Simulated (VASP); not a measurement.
Write the native input for VASP 6.6.1 that does the following.

```yaml
Task: electric field gradients
Functional: PBE
Potentials_or_basis: VASP PAW PBE potentials, release 64 (Li_sv, Ti_sv, H, O, F)
Cutoff: 520 eV
k_mesh: 5 × 5 × 4
Occupations: fermi-dirac, width 0.02 eV
Spin: collinear spin, ferromagnetic start
Starting_moments: "[0.0, 1.0, 0.0, 0.0, 0.0, 0.0, 0.0, 0.0, 0.0, 0.0, 0.0, 0.0, 0.0, 0.0, 0.0, 0.0] μB"
Dipole_correction: no
Further_INCAR_settings: LREAL = Auto; ALGO = Normal; EDIFF = 1e-08; NBANDS = 56
```

The structure of LiTiH6O2F6 lies in POSCAR:

```
LiTiH6O2F6
1.0
    6.1359104610      0.0000000000      0.0000000000
   -3.0679552305      5.3138543346      0.0000000000
    0.0000000000      0.0000000000      5.6151890000
Li Ti H O F
1 1 6 2 6
Direct
    0.0000000000      0.0000000000      0.5000000000
    0.0000000000      0.0000000000      0.0000000000
    0.1859310000      0.4931480000      0.2760630000
    0.5068520000      0.6927830000      0.2760630000
    0.4931480000      0.1859310000      0.7239370000
    0.3072170000      0.8140690000      0.2760630000
    0.6927830000      0.5068520000      0.7239370000
    0.8140690000      0.3072170000      0.7239370000
    0.3333333333      0.6666666667      0.3229850000
    0.6666666667      0.3333333333      0.6770150000
    0.2501020000      0.0118600000      0.2341360000
    0.9881400000      0.2382420000      0.2341360000
    0.0118600000      0.2501020000      0.7658640000
    0.7617580000      0.7498980000      0.2341360000
    0.2382420000      0.9881400000      0.7658640000
    0.7498980000      0.7617580000      0.7658640000
```

These files were run (other wordings do the same):

INCAR

```
SYSTEM = LiTiH6O2F6
PREC = Accurate
ENCUT = 520
EDIFF = 1E-8
ISMEAR = -1
SIGMA = 0.02
LREAL = Auto
LASPH = .TRUE.
NELM = 150
ALGO = Normal
ISIF = 2
LWAVE = .FALSE.
LCHARG = .FALSE.
ISPIN = 2
MAGMOM = 0 1 0 0 0 0 0 0 0 0 0 0 0 0 0 0
LORBIT = 11
LMAXMIX = 4
GGA = PE
LEFG = .TRUE.
NBANDS = 56
```

KPOINTS

```
regular mesh
0
G
  5 5 4
  0 0 0
```

Potentials or basis: VASP PAW PBE potentials, release 64 (Li_sv, Ti_sv, H, O, F).

Launch:

```sh
$ cat potpaw_PBE.64/Li_sv/POTCAR potpaw_PBE.64/Ti_sv/POTCAR potpaw_PBE.64/H/POTCAR potpaw_PBE.64/O/POTCAR potpaw_PBE.64/F/POTCAR > POTCAR
$ mpirun -np 1 vasp_std > vasp.out
```

It gave:

The largest force is 0.040 eV/Å. The band gap on the k mesh is 0.13 eV, indirect (least direct gap 0.21 eV) and the net moment is 1.00 μB per cell. The site moments are Li -0.00; Ti +0.88; H +0.00; O -0.00; F +0.00 μB and the valence electrons inside the program's atomic spheres are Li 2.04; Ti 10.14; H 0.65; O 5.28; F 6.11.

Caveat: without QUAD_EFG the Cq values of the log hold for a quadrupole moment of 1 mb, not for the nuclei.

Wall time 4.5 min on 1 thread of Intel(R) Xeon(R) 6975P-C (Granite Rapids), on a shared host, peak memory 0.49 GiB.
